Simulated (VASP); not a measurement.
# TiSi2: relaxation of cell and atoms with PBE

Crystal: TiSi2.

```
CELL_PARAMETERS angstrom
4.80774 0.00000 0.00000
0.00000 -4.13518 4.27960
0.00000 -4.13518 -4.27960
ATOMIC_POSITIONS crystal
Ti 0.25000 0.50000 0.00000
Ti 0.75000 0.00000 0.50000
Ti 0.00000 0.50000 0.50000
Ti 0.50000 0.00000 0.00000
Si 0.75000 0.66318 0.16318
Si 0.25000 0.16318 0.66318
Si 0.75000 0.33682 0.83682
Si 0.25000 0.83682 0.33682
Si 0.00000 0.83682 0.83682
Si 0.50000 0.33682 0.33682
Si 0.00000 0.16318 0.16318
Si 0.50000 0.66318 0.66318
```

```yaml
Program: VASP 6.6.1
Task: relaxation of cell and atoms
Functional: PBE
Potentials_or_basis: VASP PAW PBE potentials, release 64 (Ti_sv, Si)
Cutoff: 600 eV
k_mesh: 8 × 6 × 6
Occupations: gaussian, width 0.1 eV
Spin: no spin polarisation
Dipole_correction: no
Further_INCAR_settings: ALGO = Fast; EDIFF = 1e-06; IBRION = 2; EDIFFG = -0.015; NSW = 80; ISIF = 3
```

```yaml
Pressure_after_relaxing: -0.1 GPa
Largest_force_after_relaxing: 0.004 eV/Å
Band_gap_on_the_k_mesh: zero (bands 40 and 41 overlap by 1.26 eV)
```

Forces on the atoms (eV/Å):
```
Ti   0.000  0.000  0.000
Ti   0.000  0.000  0.000
Ti   0.000  0.000  0.000
Ti   0.000  0.000  0.000
Si   0.000 -0.004  0.000
Si   0.000 -0.004  0.000
Si   0.000  0.004  0.000
Si   0.000  0.004  0.000
Si   0.000  0.004  0.000
Si   0.000  0.004  0.000
Si   0.000 -0.004  0.000
Si   0.000 -0.004  0.000
```

Stress tensor (GPa, compression positive):
```
-0.13  0.00  0.00
 0.00 -0.07  0.00
 0.00  0.00  0.04
```

Final structure:
```
Ti Si
1.0
     4.80774    0.00000    0.00000
     0.00000   -4.13518    4.27960
     0.00000   -4.13518   -4.27960
Ti Si
4 8
Direct
  0.25000 0.50000 0.00000
  0.75000 0.00000 0.50000
  0.00000 0.50000 0.50000
  0.50000 0.00000 0.00000
  0.75000 0.66318 0.16318
  0.25000 0.16318 0.66318
  0.75000 0.33682 0.83682
  0.25000 0.83682 0.33682
  0.00000 0.83682 0.83682
  0.50000 0.33682 0.33682
  0.00000 0.16318 0.16318
  0.50000 0.66318 0.66318
```

Levels at points of the mesh, in eV from the Fermi level:
| k point | band 38 | band 39 | band 40 | band 41 | band 42 | band 43 |
| --- | --- | --- | --- | --- | --- | --- |
| (0.00, 0.00, 0.00) | -1.14 | -0.90 | -0.64 | -0.64 | 0.89 | 0.90 |
| (0.50, 0.00, 0.00) | 0.13 | 0.47 | 0.47 | 0.59 | 0.59 | 1.21 |
| (0.00, 0.50, 0.00) | -1.17 | -0.70 | -0.70 | -0.31 | -0.31 | 0.99 |
| (0.50, 0.50, 0.00) | -0.01 | 0.15 | 0.15 | 0.98 | 0.98 | 1.36 |
| (0.00, 0.50, 0.50) | -0.95 | -0.85 | -0.85 | 0.76 | 0.76 | 1.26 |
| (0.50, 0.50, 0.50) | -1.38 | -1.38 | -1.38 | 1.38 | 1.38 | 1.39 |

It took 51 min on 1 thread of Oxide Virtual Turin-like Processor, with other jobs on the host, peak memory 0.59 GiB.

Caveat: the relaxation stopped at its first step, so nothing moved.
